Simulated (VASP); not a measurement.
# Te4W (Pm-3m) in VASP: notebook, part 2 of 2

VASP 6.6.1. The steps go on from the part before.

**4. Single point, PBE**

This run uses another cell than the first one, of 29.67 Å³/atom, 0.939 times its volume.

File INCAR:

```
ALGO = Normal
EDIFF = 1E-7
ENCUT = 520
GGA = PE
ISIF = 2
ISMEAR = 0
LASPH = T
LCHARG = T
LELF = T
LREAL = F
LVHAR = T
LWAVE = F
NBANDS = 27
NELM = 100
PREC = Accurate
SIGMA = 0.1
```

File KPOINTS:

```
k-points
0
Gamma
  8 8 8
```

File POSCAR:

```
Te4W
1.0
    5.2939608965      0.0000000000      0.0000000000
    0.0000000000      5.2939608965      0.0000000000
    0.0000000000      0.0000000000      5.2939608965
Te W
4 1
Direct
    0.0000000000      0.0000000000      0.0000000000
    0.5000000000      0.5000000000      0.0000000000
    0.5000000000      0.0000000000      0.5000000000
    0.0000000000      0.5000000000      0.5000000000
    0.5000000000      0.5000000000      0.5000000000
```

Run with:

```bash
$ cat potpaw_PBE.64/Te/POTCAR potpaw_PBE.64/W_sv/POTCAR > POTCAR
$ mpirun -np 1 vasp_std > vasp.out
```

Run time: 1.7 min. Hardware: 1 thread of Intel Xeon Platinum 8375C at 2.90GHz (Ice Lake), shared host; peak memory 0.31 GiB.

The run converged. Its results:

| Item | Value |
| --- | --- |
| Free energy | -22.7859 eV |
| Pressure | -0.1 GPa |
| Band gap on the k mesh | zero (band 19 reaches 7.20 eV, above the bottom of band 20 at 5.28 eV) |

Levels at points of the mesh, in eV from the Fermi level:
| k point | band 15 | band 16 | band 17 | band 18 | band 19 | band 20 | band 21 | band 22 | band 23 | band 24 |
| --- | --- | --- | --- | --- | --- | --- | --- | --- | --- | --- |
| (0.00, 0.00, 0.00) | -1.28 | -1.28 | -1.28 | -1.18 | -1.18 | -1.18 | 0.61 | 0.61 | 1.34 | 1.34 |
| (0.50, 0.00, 0.00) | -1.83 | -1.36 | -1.35 | -0.63 | -0.63 | -0.58 | -0.58 | 0.68 | 1.60 | 1.60 |
| (0.50, 0.50, 0.00) | -3.04 | -2.97 | -1.33 | 0.50 | 0.74 | 0.74 | 0.95 | 1.09 | 1.17 | 1.17 |
| (0.50, 0.50, 0.50) | -0.59 | -0.59 | -0.59 | 0.56 | 0.56 | 0.56 | 2.43 | 2.43 | 2.43 | 5.03 |

Caveat: spin-orbit coupling is left out, which moves the levels of the heavy elements.

**5. Relaxation of cell and atoms, PBE**

This run uses another cell than the first one, of 29.67 Å³/atom, 0.939 times its volume.

File INCAR:

```
  PREC = Accurate
  ENCUT = 600
  EDIFF = 1E-7
  ISMEAR = 0
  SIGMA = 0.1
  LREAL = F
  LASPH = T
  NELM = 80
  ALGO = Normal
  ISIF = 3
  LWAVE = F
  LCHARG = F
  GGA = PE
  IBRION = 2
  NSW = 100
  EDIFFG = -0.01
```

File KPOINTS:

```
Automatic mesh
0
Gamma
  8 8 8
```

POSCAR is that of step 4.

Potentials or basis: VASP PAW PBE potentials, release 64 (Te, W_sv).

Run with:

```bash
$ cat potpaw_PBE.64/Te/POTCAR potpaw_PBE.64/W_sv/POTCAR > POTCAR
$ mpirun -np 1 vasp_std > vasp.out
```

OUTCAR:

```text
PREC = Accurate
   ENCUT = 600
   EDIFF = 1E-7
   ISMEAR = 0
   LREAL = F
   LASPH = T
   NELM = 80
   ISIF = 3
   GGA = PE
   IBRION = 2
   NSW = 100
   EDIFFG = -0.01

 ion  position               nearest neighbor table
   1  0.000  0.000  0.000-
   2  0.500  0.500  0.000-   5 2.65   5 2.65
   3  0.500  0.000  0.500-   5 2.65   5 2.65
   4  0.000  0.500  0.500-   5 2.65   5 2.65
   5  0.500  0.500  0.500-   2 2.65   3 2.65   4 2.65   2 2.65   3 2.65   4 2.65

  LATTYP: Found a simple cubic cell.
 ALAT       =     5.2939608965

  Lattice vectors:

 A1 = (   5.2939608965,   0.0000000000,   0.0000000000)
 A2 = (   0.0000000000,   5.2939608965,   0.0000000000)
 A3 = (   0.0000000000,   0.0000000000,   5.2939608965)

Analysis of symmetry for initial positions (statically):
=====================================================================
 Subroutine PRICEL returns:
 Original cell was already a primitive cell.

 Routine SETGRP: Setting up the symmetry group for a
 simple cubic supercell.

 Subroutine GETGRP returns: Found 48 space group operations
 (whereof 48 operations were pure point group operations)
 out of a pool of 48 trial point group operations.

The static configuration has the point symmetry O_h .

Analysis of symmetry for dynamics (positions and initial velocities):
=====================================================================
 Subroutine PRICEL returns:
 Original cell was already a primitive cell.

 Routine SETGRP: Setting up the symmetry group for a
 simple cubic supercell.

 Subroutine GETGRP returns: Found 48 space group operations
 (whereof 48 operations were pure point group operations)
 out of a pool of 48 trial point group operations.

The dynamic configuration has the point symmetry O_h .
[... 122 lines left out ...]
   IALGO  =     38    algorithm
   IMIX   =      4    mixing-type and parameters
     AMIX     =   0.40;   BMIX     =  1.00
     AMIX_MAG =   1.60;   BMIX_MAG =  1.00
  volume/ion in A,a.u.               =      29.67       200.25
  Fermi-wavevector in a.u.,A,eV,Ry     =   1.039654  1.964660 14.706258  1.080879
  Thomas-Fermi vector in A             =   2.174194
   LORBIT       =      0    0 simple, 1 ext, 2 COOP (PROOUT), +10 PAW based schemes
   GGA     = PE    functional components
   LHFCALC =     F    Hartree Fock is set to
   AEXX    =    0.0000 exact exchange contribution
   IVDW    =     0    specifies the selected vdW correction
   LEPSILON=     F    determine dielectric tensor
   LRPA    =     F    only Hartree local field effects (RPA)
 conjugate gradient relaxation of ions
 non-spin polarized calculation
 Gauss-broadening in eV      SIGMA  =   0.10
  energy-cutoff  :      600.00
  volume of cell :      148.37
 maximum number of plane-waves:      4977
   NGX = 21   NGY = 21   NGZ = 21

--------------------------------------- Ionic step        1  -------------------------------------------

 number of electron      38.0000001 magnetization

 Free energy of the ion-electron system (eV)
  ---------------------------------------------------
  ext. energy  EPLUGINS =         0.00000000
  ---------------------------------------------------
  free energy    TOTEN  =       -22.78605749 eV

  energy without entropy =      -22.76002257  energy(sigma->0) =      -22.77304003

------------------------ aborting loop because EDIFF is reached ----------------------------------------

  FORCE on cell =-STRESS in cart. coord.  units (eV):
  Direction    XX          YY          ZZ          XY          YZ          ZX
  --------------------------------------------------------------------------------------
  -------------------------------------------------------------------------------------
  Total       -0.0704121     -0.0704121     -0.0704121     -0.0000000      0.0000000      0.0000000
  in kB       -0.7603535     -0.7603535     -0.7603535     -0.0000000      0.0000000      0.0000000
  external PRESSURE =      -0.7603535 kB  Pullay stress =       0.0000000 kB
[... 65 lines left out ...]
--------------------------------------- Ionic step        3  -------------------------------------------

 number of electron      38.0000001 magnetization

 Free energy of the ion-electron system (eV)
  ---------------------------------------------------
  ext. energy  EPLUGINS =         0.00000000
  ---------------------------------------------------
  free energy    TOTEN  =       -22.78610042 eV

  energy without entropy =      -22.76010650  energy(sigma->0) =      -22.77310346

 E-fermi :   6.4750     XC(G=0):  -9.7664

 val. band max:        6.4725071330   @ k =   0.5000   0.1250   0.1250
 cond. band min:       6.5080092931   @ k =   0.3750   0.3750   0.2500
 fundamental gap:      0.0355021602
 Fermi energy:         6.4750136970

 k-point     1 :       0.0000    0.0000    0.0000
  band No.  band energies     occupation
      1     -67.9777      2.00000
      2     -32.2476      2.00000
      3     -32.2476      2.00000
      4     -32.2476      2.00000
      5      -6.5486      2.00000
      6      -4.5417      2.00000
[... 613 lines left out ...]
     22       7.6460      0.00000
     23       7.9922      0.00000

 [... further k-points ...]
[... 5 lines left out ...]
  --------------------------------------------------------------------------------------
  -------------------------------------------------------------------------------------
  Total        0.0046923      0.0046923      0.0046923     -0.0000000      0.0000000     -0.0000000
  in kB        0.0507305      0.0507305      0.0507305     -0.0000000      0.0000000     -0.0000000
  external PRESSURE =       0.0507305 kB  Pullay stress =       0.0000000 kB
[... 20 lines left out ...]
  FREE ENERGIE OF THE ION-ELECTRON SYSTEM (eV)
  ---------------------------------------------------
  free  energy   TOTEN  =       -22.7861004210 eV

  energy  without entropy=      -22.7601064953  energy(sigma->0) =      -22.77310346

 reached required accuracy - stopping structural energy minimisation
```

OSZICAR:

```text
N       E                     dE             d eps       ncg     rms          rms(c)
DAV:   1     0.248516178579E+03    0.24852E+03   -0.19562E+04  1890   0.160E+03
DAV:   2    -0.392320568221E+01   -0.25244E+03   -0.24852E+03  1894   0.300E+02
DAV:   3    -0.228773487796E+02   -0.18954E+02   -0.18371E+02  2044   0.707E+01
[... 27 lines left out ...]
DAV:   4    -0.227861030239E+02    0.14912E-04   -0.55725E-05  1666   0.468E-02    0.100E-02
DAV:   5    -0.227861011767E+02    0.18472E-05   -0.82088E-06  2034   0.166E-02    0.117E-02
DAV:   6    -0.227861007120E+02    0.46465E-06   -0.11554E-06  2116   0.604E-03    0.434E-03
DAV:   7    -0.227861003776E+02    0.33439E-06   -0.42854E-07  1673   0.422E-03    0.909E-04
DAV:   8    -0.227861004210E+02   -0.43435E-07   -0.16870E-08   833   0.102E-03
   3 F= -.22786100E+02 E0= -.22773103E+02  d E =-.429346E-04
```

Run time: 3.9 min. Hardware: 1 thread of Intel Xeon Platinum 8375C at 2.90GHz (Ice Lake), shared host; peak memory 0.35 GiB.

What came out:

```yaml
Free_energy: -22.7861 eV
Relaxed_volume: 29.64 Å³/atom
Relaxed_cell: a = 5.292 Å, b = 5.292 Å, c = 5.292 Å, α = 90.00°, β = 90.00°, γ = 90.00°
Space_group_after_relaxing_to_0.05_Å: Pm-3m (No. 221)
Energy_gained_by_relaxing: 0.0 meV/atom
Ionic_steps: 3
Pressure_after_relaxing: 0.0 GPa
Band_gap_on_the_k_mesh: zero (band 19 reaches 7.22 eV, above the bottom of band 20 at 5.29 eV)
```

Final structure:
```
Te W
1.0
     5.29187    0.00000    0.00000
     0.00000    5.29187    0.00000
     0.00000    0.00000    5.29187
Te W
4 1
Direct
  0.00000 0.00000 0.00000
  0.50000 0.50000 0.00000
  0.50000 0.00000 0.50000
  0.00000 0.50000 0.50000
  0.50000 0.50000 0.50000
```

Caveat: spin-orbit coupling is left out, which moves the levels of the heavy elements.

**6. Relaxation of cell and atoms, PBE**

File INCAR:

```
SYSTEM = Te4W
ALGO     = Normal         ! electronic algorithm
EDIFF    = 1E-6           ! SCF threshold, eV
EDIFFG   = -0.01          ! ionic threshold
ENCUT    = 600            ! plane-wave cutoff, eV
GGA      = PE             ! functional
IBRION   = 2              ! ionic algorithm
ISIF     = 3              ! what is computed and relaxed
ISMEAR   = 0              ! smearing method
LASPH    = .True.         ! aspherical terms in the spheres
LCHARG   = .False.        ! write CHGCAR
LREAL    = .False.        ! projectors in reciprocal space
LWAVE    = .False.        ! write WAVECAR
NELM     = 80             ! most SCF steps
NSW      = 100            ! ionic steps
PREC     = Accurate       ! precision mode
SIGMA    = 0.1            ! smearing width, eV
```

File KPOINTS:

```
k-points
0
Gamma
  8 8 8
  0 0 0
```

Changes to POSCAR since step 5:

```diff
@@ -2,5 +2,5 @@
 1.0
-    5.2939608965      0.0000000000      0.0000000000
-    0.0000000000      5.2939608965      0.0000000000
-    0.0000000000      0.0000000000      5.2939608965
+    5.4068914200      0.0000000000      0.0000000000
+    0.0000000000      5.4068914200      0.0000000000
+    0.0000000000      0.0000000000      5.4068914200
 Te W
```

Potentials or basis: VASP PAW PBE potentials, release 64 (Te, W_sv).

Run with:

```bash
$ cat potpaw_PBE.64/Te/POTCAR potpaw_PBE.64/W_sv/POTCAR > POTCAR
$ mpirun -np 1 vasp_std > vasp.out
```

Wall time 5.8 min (1 thread of Intel Xeon Platinum 8375C at 2.90GHz (Ice Lake), shared host); peak memory 0.42 GiB.

It converged, with:

| Quantity | Value |
| --- | --- |
| Free energy | -22.7865 eV |
| Relaxed volume | 29.65 Å³/atom |
| Relaxed cell | a = 5.293 Å, b = 5.293 Å, c = 5.293 Å, α = 90.00°, β = 90.00°, γ = 90.00° |
| Space group after relaxing (to 0.05 Å) | Pm-3m (No. 221) |
| Energy gained by relaxing | 25.0 meV/atom |
| Ionic steps | 3 |
| Pressure after relaxing | 0.0 GPa |
| Band gap on the k mesh | zero (band 19 reaches 7.21 eV, above the bottom of band 20 at 5.29 eV) |

The path:
| step | energy change (eV) | largest force (eV/Å) | pressure (GPa) | volume (Å³) |
| --- | --- | --- | --- | --- |
| 1 | 0.0000 | 0.0000 | -3.82 | 158.07 |
| 2 | -0.0524 | 0.0000 | 3.60 | 141.46 |
| 3 | -0.1248 | 0.0000 | -0.02 | 148.26 |

Final structure:
```xyz
5
Lattice="5.2926 0.0000 0.0000 0.0000 5.2926 0.0000 0.0000 0.0000 5.2926" Properties=species:S:1:pos:R:3 pbc="T T T"
Te    0.0000    0.0000    0.0000
Te    2.6463    2.6463    0.0000
Te    2.6463    0.0000    2.6463
Te    0.0000    2.6463    2.6463
W     2.6463    2.6463    2.6463
```

Levels at points of the mesh, in eV from the Fermi level:
```csv
k point,band 17,band 18,band 19,band 20,band 21,band 22
"(0.00, 0.00, 0.00)",-1.28,-1.18,-1.18,-1.18,0.61,0.61
"(0.50, 0.00, 0.00)",-1.35,-0.63,-0.63,-0.58,-0.58,0.68
"(0.50, 0.50, 0.00)",-1.33,0.50,0.75,0.75,0.95,1.09
"(0.50, 0.50, 0.50)",-0.59,0.56,0.56,0.56,2.43,2.43
```

Caveat: spin-orbit coupling is left out, which moves the levels of the heavy elements.

**7. Summary**

```tsv
task	cell	k mesh	cutoff (eV)	gap on the mesh (eV)	pressure (GPa)	relaxed volume (Å³/atom)
single point	a = 5.407 Å, 5 atoms	4 × 4 × 4	520	none	-3.9	-
single point	a = 5.294 Å, 5 atoms	8 × 8 × 8	520	none	-0.1	-
relaxation of cell and atoms	relaxed from a = 5.294 Å, 5 atoms	8 × 8 × 8	600	none	0.0	29.64
relaxation of cell and atoms	relaxed from a = 5.407 Å, 5 atoms	8 × 8 × 8	600	none	0.0	29.65
```

Alike in all rows: level PBE; potentials or basis VASP PAW PBE potentials, release 64 (Te, W_sv); no spin polarisation; smearing gaussian 0.1 eV.

Caveats: spin-orbit coupling is left out, which moves the levels of the heavy elements.

Total energies depend on the potentials used, so only differences within one code and one set of settings carry meaning.
